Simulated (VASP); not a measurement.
# Mo (Im-3m) in VASP: notebook

Aim: see how the results for Mo move with the level of theory and the settings. Levels: PBEsol, PBE. Tasks: single point.

Program: VASP 6.6.1. These are calculated values, not measurements. Logs are shortened: lines on timing, memory, paths and dates and some standing lists are left out, and cuts for length are marked.

### 1 The cell of the first run

It takes space group Im-3m (No. 229, cubic). The conventional cell has a = 3.150 Å, b = 3.150 Å, c = 3.150 Å, α = 90.00°, β = 90.00°, γ = 90.00°. Mo (site symmetry m-3m) has 14 Mo at 2.73 to 3.15 Å within 3.6 Å.

### 2 Single point, PBEsol

INCAR

```
PREC     = Accurate       # precision mode
ENCUT    = 520            # plane-wave cutoff, eV
EDIFF    = 1E-7           # SCF threshold, eV
ISMEAR   = 1              # smearing method
SIGMA    = 0.1            # smearing width, eV
LREAL    = False          # projectors in reciprocal space
LASPH    = True           # aspherical terms in the spheres
NELM     = 60             # most SCF steps
ALGO     = Normal         # electronic algorithm
ISIF     = 2              # what is computed and relaxed
LWAVE    = False          # write WAVECAR
LCHARG   = False          # write CHGCAR
GGA      = PS             # functional
NBANDS   = 13             # bands
```

KPOINTS

```
Automatic mesh
0
Gamma
  36 36 36
```

POSCAR

```
Mo
1.0
   -1.5750000000      1.5750000000      1.5750000000
    1.5750000000     -1.5750000000      1.5750000000
    1.5750000000      1.5750000000     -1.5750000000
Mo
1
Direct
    0.0000000000      0.0000000000      0.0000000000
```

Potentials or basis: VASP PAW PBE potentials, release 64 (Mo_sv).

The run is started by

```sh
> cat potpaw_PBE.64/Mo_sv/POTCAR > POTCAR
> mpirun -np 1 vasp_std > vasp.out
```

OUTCAR:

```text
PREC = Accurate
   ENCUT = 520
   EDIFF = 1E-7
   ISMEAR = 1
   LREAL = False
   LASPH = True
   NELM = 60
   ISIF = 2
   GGA = PS

 ion  position               nearest neighbor table
   1  0.000  0.000  0.000-

  LATTYP: Found a body centered cubic cell.
 ALAT       =     3.1500000000

  Lattice vectors:

 A1 = (  -1.5750000000,   1.5750000000,   1.5750000000)
 A2 = (   1.5750000000,  -1.5750000000,   1.5750000000)
 A3 = (   1.5750000000,   1.5750000000,  -1.5750000000)

Analysis of symmetry for initial positions (statically):
=====================================================================
 Subroutine PRICEL returns:
 Original cell was already a primitive cell.

 Routine SETGRP: Setting up the symmetry group for a
 body centered cubic supercell.

 Subroutine GETGRP returns: Found 48 space group operations
 (whereof 48 operations were pure point group operations)
 out of a pool of 48 trial point group operations.

The static configuration has the point symmetry O_h .

Analysis of symmetry for dynamics (positions and initial velocities):
=====================================================================
 Subroutine PRICEL returns:
 Original cell was already a primitive cell.

 Routine SETGRP: Setting up the symmetry group for a
 body centered cubic supercell.

 Subroutine GETGRP returns: Found 48 space group operations
 (whereof 48 operations were pure point group operations)
 out of a pool of 48 trial point group operations.

The dynamic configuration has the point symmetry O_h .

 Subroutine INISYM returns: Found 48 space group operations
 (whereof 48 operations are pure point group operations),
 and found     1 'primitive' translations

----------------------------------------------------------------------------------------

                                     Primitive cell

  volume of cell :      15.6279

  direct lattice vectors                    reciprocal lattice vectors
    -1.575000000  1.575000000  1.575000000     0.000000000  0.317460317  0.317460317
     1.575000000 -1.575000000  1.575000000     0.317460317  0.000000000  0.317460317
     1.575000000  1.575000000 -1.575000000     0.317460317  0.317460317  0.000000000

  length of vectors
     2.727980022  2.727980022  2.727980022     0.448956686  0.448956686  0.448956686

  position of ions in fractional coordinates (direct lattice)
     0.000000000  0.000000000  0.000000000

  ion indices of the primitive-cell ions
[... 81 lines left out ...]
   ISYM   =      2    0-nonsym 1-usesym 2-fastsym
   POTIM  = 0.5000    time-step for ionic-motion
   TEBEG  =    0.0;   TEEND  =   0.0 temperature during run
   PSTRESS=    0.0 pullay stress
   NELECT =      14.0000    total number of electrons
   NUPDOWN=      -1.0000    fix difference up-down
   EMIN   =  10.00;   EMAX   =-10.00  energy-range for DOS
   EFERMI =   0.00;   METHOD = LEGACY
   ISMEAR =     1;   SIGMA  =   0.10  broadening in eV -4-tet -1-fermi 0-gaus
   EFERMI_NEDOS =   21; number of points for ismear=-14 and -15
   IALGO  =     38    algorithm
   IMIX   =      4    mixing-type and parameters
     AMIX     =   0.40;   BMIX     =  1.00
     AMIX_MAG =   1.60;   BMIX_MAG =  1.00
  volume/ion in A,a.u.               =      15.63       105.46
  Fermi-wavevector in a.u.,A,eV,Ry     =   1.578157  2.982285 33.886404  2.490580
  Thomas-Fermi vector in A             =   2.678731
   LORBIT       =      0    0 simple, 1 ext, 2 COOP (PROOUT), +10 PAW based schemes
   GGA     = PS    functional components
   LHFCALC =     F    Hartree Fock is set to
   AEXX    =    0.0000 exact exchange contribution
   IVDW    =     0    specifies the selected vdW correction
   LEPSILON=     F    determine dielectric tensor
   LRPA    =     F    only Hartree local field effects (RPA)
 non-spin polarized calculation
 Methfessel and Paxton  Order N= 1 SIGMA  =   0.10
  energy-cutoff  :      520.00
  volume of cell :       15.63
 maximum number of plane-waves:       434
   NGX = 11   NGY = 11   NGZ = 11

 number of electron      14.0000002 magnetization

 Free energy of the ion-electron system (eV)
  ---------------------------------------------------
  ext. energy  EPLUGINS =         0.00000000
  ---------------------------------------------------
  free energy    TOTEN  =       -11.77367082 eV

  energy without entropy =      -11.77347186  energy(sigma->0) =      -11.77360450

 E-fermi :  12.4678     XC(G=0): -13.5300

 val. band max:       12.4629636356   @ k =   0.3889   0.1111  -0.0000
 cond. band min:      12.4694535003   @ k =  -0.3056   0.3333   0.2500
 fundamental gap:      0.0064898647
 Fermi energy:        12.4677792338

 k-point     1 :       0.0000    0.0000    0.0000
  band No.  band energies     occupation
      1     -48.7248      2.00000
      2     -22.0113      2.00000
      3     -22.0113      2.00000
      4     -22.0113      2.00000
      5       5.1823      2.00000
      6      11.1020      2.00000
      7      11.1020      2.00000
      8      11.1020      2.00000
      9      14.1165     -0.00000
     10      14.1165     -0.00000
     11      27.2773      0.00000
     12      27.2773      0.00000
     13      27.2773      0.00000
[... 354 lines left out ...]
  band No.  band energies     occupation
      1     -48.6676      2.00000
      2     -22.3367      2.00000
      3     -22.1083      2.00000
      4     -22.0180      2.00000
      5       6.1594      2.00000
      6      10.5813      2.00000
      7      10.9193      2.00000
      8      12.0924      2.00000
      9      13.5531     -0.00000
     10      14.1697     -0.00000
     11      27.8294      0.00000
     12      28.7984      0.00000
     13      28.9594      0.00000

 [... further k-points ...]

------------------------ aborting loop because EDIFF is reached ----------------------------------------

  FORCE on cell =-STRESS in cart. coord.  units (eV):
  Direction    XX          YY          ZZ          XY          YZ          ZX
  --------------------------------------------------------------------------------------
  -------------------------------------------------------------------------------------
  Total       -0.4632289     -0.4632289     -0.4632289     -0.0000000     -0.0000000      0.0000000
  in kB      -47.4902638    -47.4902638    -47.4902638     -0.0000000     -0.0000000      0.0000000
  external PRESSURE =     -47.4902638 kB  Pullay stress =       0.0000000 kB

 VOLUME and BASIS-vectors are now :
 -----------------------------------------------------------------------------
  energy-cutoff  :      520.00
  volume of cell :       15.63
      direct lattice vectors                 reciprocal lattice vectors
    -1.575000000  1.575000000  1.575000000     0.000000000  0.317460317  0.317460317
     1.575000000 -1.575000000  1.575000000     0.317460317  0.000000000  0.317460317
     1.575000000  1.575000000 -1.575000000     0.317460317  0.317460317  0.000000000

 POSITION                                       TOTAL-FORCE (eV/Angst)
 -----------------------------------------------------------------------------------
      0.00000      0.00000      0.00000        -0.000000      0.000000      0.000000
 -----------------------------------------------------------------------------------
    total drift:                                0.000000     -0.000000      0.000000

  FREE ENERGIE OF THE ION-ELECTRON SYSTEM (eV)
  ---------------------------------------------------
  free  energy   TOTEN  =       -11.7736708171 eV

  energy  without entropy=      -11.7734718610  energy(sigma->0) =      -11.77360450
```

OSZICAR:

```text
N       E                     dE             d eps       ncg     rms          rms(c)
DAV:   1     0.914925510764E+02    0.91493E+02   -0.80462E+03 32461   0.111E+03
DAV:   2    -0.113750436553E+02   -0.10287E+03   -0.98990E+02 36780   0.311E+02
DAV:   3    -0.125443089693E+02   -0.11693E+01   -0.11658E+01 36135   0.330E+01
DAV:   4    -0.125469306982E+02   -0.26217E-02   -0.26217E-02 36190   0.189E+00
DAV:   5    -0.125469472761E+02   -0.16578E-04   -0.16580E-04 36685   0.134E-01    0.159E+01
DAV:   6    -0.118739566029E+02    0.67299E+00   -0.80912E-01 33140   0.110E+01    0.417E+00
DAV:   7    -0.117795017180E+02    0.94455E-01   -0.15207E-01 35965   0.450E+00    0.996E-01
DAV:   8    -0.117736819566E+02    0.58198E-02   -0.42299E-03 33445   0.830E-01    0.200E-01
DAV:   9    -0.117736630144E+02    0.18942E-04   -0.10684E-04 38010   0.126E-01    0.822E-02
DAV:  10    -0.117736707495E+02   -0.77351E-05   -0.95161E-06 33585   0.359E-02    0.542E-03
DAV:  11    -0.117736708171E+02   -0.67634E-07   -0.17291E-07 35907   0.446E-03
   1 F= -.11773671E+02 E0= -.11773604E+02  d E =-.198956E-03
```

stdout:

```text
POSCAR found type information on POSCAR Mo
 POSCAR found :  1 types and       1 ions
 scaLAPACK will be used
 -----------------------------------------------------------------------------
|                                                                             |
|                                                                             |
|     You enforced a specific xc type in the INCAR file but a different       |
|     I HOPE YOU KNOW WHAT YOU ARE DOING!                                     |
|                                                                             |
 -----------------------------------------------------------------------------

 LDA part: xc-table for (Slater+PW92), standard interpolation
 POSCAR, INCAR and KPOINTS ok, starting setup
 FFT: planning ... GRIDC
 FFT: planning ... GRID_SOFT
 FFT: planning ... GRID
 WAVECAR not read
 entering main loop
```

Wall time 3.3 min (1 thread of Intel Xeon 8259CL, shared host); peak memory 0.33 GiB.

What came out:

```yaml
Free_energy: -11.7737 eV
Pressure: -4.7 GPa
Band_gap_on_the_k_mesh: zero (bands 7 and 8 overlap by 5.38 eV)
```

Caveat: the cell stands under tension; the PAW data sets were made with another functional, which shifts forces and pressure a little.

### 3 Single point, PBE

This run uses another cell than the first one, of 15.79 Å³/atom.

INCAR

```
SYSTEM = Mo
PREC = Accurate ; ENCUT = 520
EDIFF = 1E-6 ; ISMEAR = 1
SIGMA = 0.1 ; LREAL = .False.
LASPH = .True. ; NELM = 60
ALGO = Normal ; ISIF = 2
LWAVE = .False. ; LCHARG = .False.
GGA = PE ; NBANDS = 13
```

KPOINTS

```
regular mesh
0
Gamma
  36 36 36
  0 0 0
```

POSCAR

```
Mo
1.0
   -1.5803854800      1.5803854800      1.5803854800
    1.5803854800     -1.5803854800      1.5803854800
    1.5803854800      1.5803854800     -1.5803854800
Mo
1
Direct
    0.0000000000      0.0000000000      0.0000000000
```

Potentials or basis: VASP PAW PBE potentials, release 64 (Mo_sv).

The run is started by

```sh
> cat potpaw_PBE.64/Mo_sv/POTCAR > POTCAR
> mpirun -np 1 vasp_std > vasp.out
```

Wall time 3.5 min (1 thread of Intel Xeon 8259CL, shared host); peak memory 0.33 GiB.

The run converged. Its results:

```yaml
Free_energy: -10.9348 eV
Pressure: 0.5 GPa
Band_gap_on_the_k_mesh: zero (bands 7 and 8 overlap by 5.27 eV)
```

Levels at points of the mesh, in eV from the Fermi level:
```csv
k point,band 3,band 4,band 5,band 6,band 7,band 8,band 9,band 10,band 11,band 12
"(0.00, 0.00, 0.00)",-34.57,-34.57,-7.21,-1.35,-1.35,-1.35,1.64,1.64,14.81,14.81
"(0.50, 0.00, 0.00)",-35.01,-34.58,-5.27,-3.36,1.58,1.66,2.28,4.67,11.49,11.94
"(0.50, 0.50, 0.50)",-35.51,-35.51,-5.37,-5.37,3.92,3.92,3.92,8.98,8.98,8.98
```
